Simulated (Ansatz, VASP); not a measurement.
**One calculation of Fe, two programs**

File INCAR:

```
ALGO = Normal
EDIFF = 1E-7
ENCUT = 520
GGA = PE
ISIF = 2
ISMEAR = -1
ISPIN = 2
LASPH = T
LCHARG = F
LMAXMIX = 4
LORBIT = 11
LREAL = F
LWAVE = F
MAGMOM = 2.589 2.429 2.429
NBANDS = 23
NELM = 150
PREC = Accurate
SIGMA = 0.05
```

The input KPOINTS:

```
k-points
0
Gamma
  10 10 15
```

File POSCAR:

```
Fe
1.0
    4.0058090303      0.0000000000      0.0000000000
   -2.0029045151      3.4691323829      0.0000000000
    0.0000000000      0.0000000000      2.2794124094
Fe
3
Direct
    0.0000000000      0.0000000000      0.0000000000
    0.3333333333      0.6666666667      0.5000000000
    0.6666666667      0.3333333333      0.5000000000
```

Input for Ansatz:

```yaml
crystal:
  lattice:
    - [4.0058090303, 0.0, 0.0]
    - [-2.0029045151, 3.4691323829, 0.0]
    - [0.0, 0.0, 2.2794124094]
  atoms:
    - { symbol: Fe, position: [0.0, 0.0, 0.0], spin: 2.589 }
    - { symbol: Fe, position: [0.3333333333, 0.6666666667, 0.5], spin: 2.429 }
    - { symbol: Fe, position: [0.6666666667, 0.3333333333, 0.5], spin: 2.429 }
hamiltonian:
  xc: pbe
  pseudopotentials:
    kind: paw
    azcp:
      Fe: "pseudopotentials/Fe.paw.azcp"
basis:
  ecutwfc: 420
  fft_grid_basis: typed
kpoints:
  mp_grid: { grid: [10, 10, 15], shift: [0, 0, 0] }
magnetization:
  spin_polarized: true
scf:
  occupations: { method: fermi_dirac, width: 0.05 }
  lower_state_search: "off"
output:
  stress: true
```

Alike in both runs: task single point; functional PBE; k mesh 10 × 10 × 15; occupations fermi-dirac, width 0.05 eV; collinear spin.

```csv
,VASP,Ansatz
version,VASP 6.6.1,Ansatz 0.2.0
potentials or method,"VASP PAW PBE potentials, release 64 (Fe), cutoff 520 eV","plane waves (420 eV) with PAW, scalar-relativistic"
valence electrons in the cell,24,48
```

|  | VASP | Ansatz | Ansatz less VASP |
| --- | --- | --- | --- |
| pressure (GPa) | 6.1 | 16.6 | +10.47 |
| traceless stress, the component that is largest in VASP (GPa) | 13.97 | 7.77 | -6.198 |
| net moment per atom (μB) | 1.18 | 1.75 | +0.567 |
| size of the moment on the site where the two differ most (μB) | 0.83 | 2.00 | +1.170 |

The net moments are unlike, so the other rows may belong to different states. Site moments also hang on the region over which each program counts them. VASP's potentials hold 24 valence electrons a cell and Ansatz's 48, so a difference there can come from the potentials and not from the codes.
